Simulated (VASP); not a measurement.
# AlN (P6_3/mmc) in VASP: settings compared

AlN is run at these levels: PBE-based screened hybrid, LDA; tasks: single point.

Program: VASP 6.6.1. These are calculated values, not measurements. Logs are shortened: lines on timing, memory, paths and dates and some standing lists are left out, and cuts for length are marked.

## 1. The cell of the first run

Symmetry: P6_3/mmc, No. 194, hexagonal system. Conventional cell: a = 3.312 Å, b = 3.312 Å, c = 4.188 Å, α = 90.00°, β = 90.00°, γ = 120.00°. Within 2.5 Å of Al (site symmetry -6m2) lie 5 N at 1.91 to 2.09 Å. Within 2.5 Å of N (site symmetry -6m2) lie 5 Al at 1.91 to 2.09 Å.

## 2. Single point, PBE-based screened hybrid

Input file POSCAR:

```
AlN
1.0
    3.3121157418      0.0000000000      0.0000000000
   -1.6560578709      2.8683763727      0.0000000000
    0.0000000000      0.0000000000      4.1875630000
Al N
2 2
Direct
    0.6666666667      0.3333333333      0.2500000000
    0.3333333333      0.6666666667      0.7500000000
    0.6666666667      0.3333333333      0.7500000000
    0.3333333333      0.6666666667      0.2500000000
```

Input file INCAR.step1:

```
PREC = Accurate
ENCUT = 520
EDIFF = 1E-5
ISMEAR = -1
SIGMA = 0.05
LREAL = F
LASPH = T
NELM = 60
ALGO = Normal
ISIF = 2
LWAVE = T
GGA = PE
NBANDS = 16
```

Input file INCAR.step2:

```
PREC = Accurate
ENCUT = 520
EDIFF = 1E-7
ISMEAR = -1
SIGMA = 0.05
LREAL = F
LASPH = T
NELM = 60
ALGO = Normal
ISIF = 2
LWAVE = F
LCHARG = T
GGA = PE
LHFCALC = T
AEXX = 0.25
HFSCREEN = 0.3
PRECFOCK = Normal
LELF = T
LVHAR = T
ISTART = 1
NBANDS = 16
```

Input file KPOINTS:

```
regular mesh
0
Gamma
  5 5 4
```

Potentials or basis: VASP PAW PBE potentials, release 64 (Al, N).

Launch:

```
> cat potpaw_PBE.64/Al/POTCAR potpaw_PBE.64/N/POTCAR > POTCAR
> cp INCAR.step1 INCAR
> mpirun -np 1 vasp_std > vasp.out
> cp INCAR.step2 INCAR
> mpirun -np 1 vasp_std > vasp.out
```

OUTCAR:

```text
PREC = Accurate
   ENCUT = 520
   EDIFF = 1E-7
   ISMEAR = -1
   LREAL = F
   LASPH = T
   NELM = 60
   ISIF = 2
   GGA = PE
   LHFCALC = T
   AEXX = 0.25
   HFSCREEN = 0.3
   PRECFOCK = Normal
   ISTART = 1

 ion  position               nearest neighbor table
   1  0.667  0.333  0.250-   4 1.91   4 1.91   4 1.91   3 2.09   3 2.09   2 2.84   2 2.84   2 2.84
                             2 2.84   2 2.84   2 2.84
   2  0.333  0.667  0.750-   3 1.91   3 1.91   3 1.91   4 2.09   4 2.09   1 2.84   1 2.84   1 2.84
                             1 2.84   1 2.84   1 2.84
   3  0.667  0.333  0.750-   2 1.91   2 1.91   2 1.91   1 2.09   1 2.09
   4  0.333  0.667  0.250-   1 1.91   1 1.91   1 1.91   2 2.09   2 2.09

  LATTYP: Found a hexagonal cell.
 ALAT       =     3.3121157418
 C/A-ratio  =     1.2643166261

  Lattice vectors:

 A1 = (   3.3121157418,   0.0000000000,   0.0000000000)
 A2 = (  -1.6560578709,   2.8683763727,   0.0000000000)
 A3 = (   0.0000000000,   0.0000000000,   4.1875630000)

Analysis of symmetry for initial positions (statically):
=====================================================================
 Subroutine PRICEL returns:
 Original cell was already a primitive cell.

 Routine SETGRP: Setting up the symmetry group for a
 hexagonal supercell.

 Subroutine GETGRP returns: Found 24 space group operations
 (whereof 12 operations were pure point group operations)
 out of a pool of 24 trial point group operations.

The static configuration has the point symmetry D_3d.
 The point group associated with its full space group is D_6h.

Analysis of symmetry for dynamics (positions and initial velocities):
=====================================================================
 Subroutine PRICEL returns:
 Original cell was already a primitive cell.

 Routine SETGRP: Setting up the symmetry group for a
 hexagonal supercell.

 Subroutine GETGRP returns: Found 24 space group operations
 (whereof 12 operations were pure point group operations)
 out of a pool of 24 trial point group operations.

The dynamic configuration has the point symmetry D_3d.
 The point group associated with its full space group is D_6h.

 Subroutine INISYM returns: Found 24 space group operations
 (whereof 12 operations are pure point group operations),
 and found     1 'primitive' translations

----------------------------------------------------------------------------------------

                                     Primitive cell

  volume of cell :      39.7835

  direct lattice vectors                    reciprocal lattice vectors
     3.312115742  0.000000000  0.000000000     0.301921816  0.174314642  0.000000000
    -1.656057871  2.868376373  0.000000000     0.000000000  0.348629284  0.000000000
     0.000000000  0.000000000  4.187563000     0.000000000  0.000000000  0.238802377

  length of vectors
     3.312115742  3.312115742  4.187563000     0.348629284  0.348629284  0.238802377

  position of ions in fractional coordinates (direct lattice)
     0.666666667  0.333333333  0.250000000
     0.333333333  0.666666667  0.750000000
     0.666666667  0.333333333  0.750000000
     0.333333333  0.666666667  0.250000000

  ion indices of the primitive-cell ions
   primitive index   ion index
                 1           1
                 2           2
                 3           3
                 4           4

----------------------------------------------------------------------------------------

 KPOINTS: regular mesh

Automatic generation of k-mesh.
 Grid dimensions read from file:
 generate k-points for:    5    5    4

 Generating k-lattice:

  Cartesian coordinates                     Fractional coordinates (reciprocal lattice)
     0.060384363  0.034862928  0.000000000     0.200000000  0.000000000  0.000000000
     0.000000000  0.069725857  0.000000000     0.000000000  0.200000000  0.000000000
     0.000000000  0.000000000  0.059700594     0.000000000  0.000000000  0.250000000

  Length of vectors
     0.069725857  0.069725857  0.059700594

  Shift w.r.t. Gamma in fractional coordinates (k-lattice)
     0.000000000  0.000000000  0.000000000

 Subroutine IBZKPT returns following result:
 ===========================================

 Found     15 irreducible k-points:

 Following reciprocal coordinates:
            Coordinates               Weight
  0.000000  0.000000  0.000000      1.000000
  0.200000  0.000000  0.000000      6.000000
  0.400000  0.000000  0.000000      6.000000
  0.200000  0.200000  0.000000      6.000000
  0.400000  0.200000  0.000000      6.000000
  0.000000  0.000000  0.250000      2.000000
  0.200000  0.000000  0.250000     12.000000
  0.400000  0.000000  0.250000     12.000000
  0.200000  0.200000  0.250000     12.000000
  0.400000  0.200000  0.250000     12.000000
  0.000000  0.000000  0.500000      1.000000
  0.200000  0.000000  0.500000      6.000000
  0.400000  0.000000  0.500000      6.000000
  0.200000  0.200000  0.500000      6.000000
  0.400000  0.200000  0.500000      6.000000
   k-points           NKPTS =     15   k-points in BZ     NKDIM =    100   number of bands    NBANDS=     16
   number of dos      NEDOS =    301   number of ions     NIONS =      4
   total plane-waves  NPLWV =  25088
   dimension x,y,z NGX =    28 NGY =   28 NGZ =   32
   dimension x,y,z NGXF=    56 NGYF=   56 NGZF=   64
   ions per type =               2   2
   NGX,Y,Z   is equivalent  to a cutoff of  14.05, 14.05, 12.70 a.u.
   NGXF,Y,Z  is equivalent  to a cutoff of  28.11, 28.11, 25.41 a.u.
 SYSTEM =  unknown system
   PREC   = accura    normal or accurate (medium, high low for compatibility)
   ISTART =      1    job   : 0-new  1-cont  2-samecut
   ICHARG =      0    charge: 1-file 2-atom 10-const
   ISPIN  =      1    spin polarized calculation?
   LNONCOLLINEAR =      F non collinear calculations
   LSORBIT =      F    spin-orbit coupling
   LASPH  =      T    aspherical Exc in radial PAW
   ENCUT  =  520.0 eV  38.22 Ry    6.18 a.u.   6.16  6.16  7.79*2*pi/ulx,y,z
   NELM   =     60;   NELMIN=  2; NELMDL=  0     # of ELM steps
   EDIFF  = 0.1E-06   stopping-criterion for ELM
   LREAL  =      F    real-space projection
   EDIFFG = 0.1E-05   stopping-criterion for IOM
   NSW    =      0    number of steps for IOM
   IBRION =     -1    ionic relax: 0-MD 1-quasi-New 2-CG
   NFREE  =      0    steps in history (QN), initial steepest desc. (CG)
   ISIF   =      2    stress and relaxation
   ISYM   =      3    0-nonsym 1-usesym 2-fastsym
   POTIM  = 0.5000    time-step for ionic-motion
   TEBEG  =    0.0;   TEEND  =   0.0 temperature during run
   PSTRESS=    0.0 pullay stress
   NELECT =      16.0000    total number of electrons
   NUPDOWN=      -1.0000    fix difference up-down
   EMIN   =  10.00;   EMAX   =-10.00  energy-range for DOS
   EFERMI =   0.00;   METHOD = LEGACY
   ISMEAR =    -1;   SIGMA  =   0.05  broadening in eV -4-tet -1-fermi 0-gaus
   EFERMI_NEDOS =   21; number of points for ismear=-14 and -15
   IALGO  =     38    algorithm
   IMIX   =      1    mixing-type and parameters
     AMIX     =   0.40;   BMIX     =  1.00
     AMIX_MAG =   1.60;   BMIX_MAG =  1.00
  volume/ion in A,a.u.               =       9.95        67.12
  Fermi-wavevector in a.u.,A,eV,Ry     =   1.208409  2.283561 19.867927  1.460251
  Thomas-Fermi vector in A             =   2.344017
   LORBIT       =      0    0 simple, 1 ext, 2 COOP (PROOUT), +10 PAW based schemes
   GGA     = PE    functional components
   LHFCALC =     T    Hartree Fock is set to
   PRECFOCK=normal    Normal, Fast or Accurate (Low or Medium for compatibility)
   ENCUT4O =  -1.0   cutoff for four orbital integrals eV
   NKREDX  =     1    reduce k-point grid by
   NKREDY  =     1    reduce k-point grid by
   NKREDZ  =     1    reduce k-point grid by
   AEXX    =    0.2500 exact exchange contribution
   HFSCREEN=    0.3000 screening length (either q_TF or 0.3 A-1)
   HFSCREENC=   0.3000 screening length for correlation (either q_TF or 0.3 A-1)
   ENCUTFOCK=  -1.0 apply spherical cutoff to Coloumb kernel
   IVDW    =     0    specifies the selected vdW correction
   LEPSILON=     F    determine dielectric tensor
   LRPA    =     F    only Hartree local field effects (RPA)
 non-spin polarized calculation
  energy-cutoff  :      520.00
  volume of cell :       39.78
 maximum number of plane-waves:      1082
 NGX is ok and might be reduce to    28
  NGX = 20; NGY = 20; NGZ = 24

 number of electron      15.9999999 magnetization

 Free energy of the ion-electron system (eV)
  ---------------------------------------------------
  ext. energy  EPLUGINS =         0.00000000
  ---------------------------------------------------
  free energy    TOTEN  =       -33.69418436 eV

  energy without entropy =      -33.69418436  energy(sigma->0) =      -33.69418436

 E-fermi :   8.2302     XC(G=0):  -9.3343

 val. band max:        7.2648251996   @ k =   0.0000   0.0000   0.0000
 cond. band min:      11.5706684359   @ k =   0.0000   0.0000   0.0000
 fundamental gap:      4.3058432363
 Fermi energy:         8.2301727666

 k-point     1 :       0.0000    0.0000    0.0000
  band No.  band energies     occupation
      1     -11.0713      2.00000
      2      -7.2273      2.00000
      3      -0.1327      2.00000
      4       3.7496      2.00000
      5       3.7496      2.00000
      6       5.5539      2.00000
[... 8 lines left out ...]
     15      20.5651      0.00000
     16      20.6133      0.00000

 k-point     2 :       0.2000    0.0000    0.0000
  band No.  band energies     occupation
      1     -10.5985      2.00000
      2      -7.2436      2.00000
      3       0.3912      2.00000
      4       2.3195      2.00000
      5       3.1875      2.00000
      6       4.2780      2.00000
[... 8 lines left out ...]
     15      19.1343      0.00000
     16      21.0913      0.00000
[... 216 lines left out ...]
      5       3.1570      2.00000
      6       3.1570      2.00000
[... 8 lines left out ...]
     15      20.5673      0.00000
     16      20.5673      0.00000

 k-point    15 :       0.4000    0.2000    0.5000
  band No.  band energies     occupation
      1      -8.2347      2.00000
      2      -8.2347      2.00000
      3      -0.2564      2.00000
      4      -0.2564      2.00000
      5       2.3776      2.00000
      6       2.3776      2.00000
[... 8 lines left out ...]
     15      21.2695      0.00000
     16      21.2695      0.00000

------------------------ aborting loop because EDIFF is reached ----------------------------------------

  FORCE on cell =-STRESS in cart. coord.  units (eV):
  Direction    XX          YY          ZZ          XY          YZ          ZX
  --------------------------------------------------------------------------------------
  -------------------------------------------------------------------------------------
  Total       -1.4074448     -1.4074448     -1.2958312      0.0000000      0.0000000     -0.0000000
  in kB      -56.6811892    -56.6811892    -52.1862397      0.0000000      0.0000000     -0.0000000
  external PRESSURE =     -55.1828727 kB  Pullay stress =       0.0000000 kB

 VOLUME and BASIS-vectors are now :
 -----------------------------------------------------------------------------
  energy-cutoff  :      520.00
  volume of cell :       39.78
      direct lattice vectors                 reciprocal lattice vectors
     3.312115742  0.000000000  0.000000000     0.301921816  0.174314642  0.000000000
    -1.656057871  2.868376373  0.000000000     0.000000000  0.348629284  0.000000000
     0.000000000  0.000000000  4.187563000     0.000000000  0.000000000  0.238802377

 POSITION                                       TOTAL-FORCE (eV/Angst)
 -----------------------------------------------------------------------------------
      1.65606      0.95613      1.04689        -0.000000     -0.000000     -0.000000
     -0.00000      1.91225      3.14067         0.000000      0.000000     -0.000000
      1.65606      0.95613      3.14067        -0.000000     -0.000000      0.000000
     -0.00000      1.91225      1.04689         0.000000      0.000000      0.000000
 -----------------------------------------------------------------------------------
    total drift:                                0.000000      0.000000      0.000000

  FREE ENERGIE OF THE ION-ELECTRON SYSTEM (eV)
  ---------------------------------------------------
  free  energy   TOTEN  =       -33.6941843560 eV

  energy  without entropy=      -33.6941843559  energy(sigma->0) =      -33.69418436
```

It took 8 min on 1 thread of Intel Xeon Platinum 8488C (Sapphire Rapids), shared host; peak memory 0.25 GiB.

Results:

```yaml
Free_energy: -33.6942 eV
Pressure: -5.5 GPa
Band_gap_on_the_k_mesh: 4.31 eV, direct
```

Caveat: the k points lie up to 0.44 Å⁻¹ apart; the PAW data sets were made with another functional, which shifts forces and pressure a little.

## 3. Single point, LDA (volume scaled by 1.06)

Input file INCAR:

```
SYSTEM = AlN
PREC = Accurate
ENCUT = 520
EDIFF = 1E-6
ISMEAR = -1
SIGMA = 0.05
LREAL = .False.
LASPH = .True.
NELM = 60
ALGO = Normal
ISIF = 2
LWAVE = .False.
LCHARG = .True.
LELF = .True.
LVHAR = .True.
NBANDS = 16
```

Input file KPOINTS:

```
regular mesh
0
Gamma
  9 9 7
  0 0 0
```

Input file POSCAR:

```
AlN
1.0
    3.3770756797      0.0000000000      0.0000000000
   -1.6885378398      2.9246333291      0.0000000000
    0.0000000000      0.0000000000      4.2696929295
Al N
2 2
Direct
    0.6666666667      0.3333333333      0.2500000000
    0.3333333333      0.6666666667      0.7500000000
    0.6666666667      0.3333333333      0.7500000000
    0.3333333333      0.6666666667      0.2500000000
```

Potentials or basis: VASP PAW LDA potentials, release 64 (Al, N).

Launch:

```
> cat potpaw_LDA.64/Al/POTCAR potpaw_LDA.64/N/POTCAR > POTCAR
> mpirun -np 1 vasp_std > vasp.out
```

It took 16 s on 1 thread of Intel Xeon Platinum 8488C (Sapphire Rapids), shared host; peak memory 0.15 GiB.

The run converged. Its results:

* Free energy: -32.2428 eV
* Pressure: -18.2 GPa
* Band gap on the k mesh: 2.85 eV, direct

Stress tensor (GPa, compression positive):
```
-18.84   0.00   0.00
  0.00 -18.84   0.00
  0.00   0.00 -17.07
```

Levels at points of the mesh, in eV from the valence-band top:
```
           k point  band 6  band 7  band 8  band 9  band 10  band 11
(0.00, 0.00, 0.00)   -1.50   -1.50    0.00    2.85     3.78     7.75
```
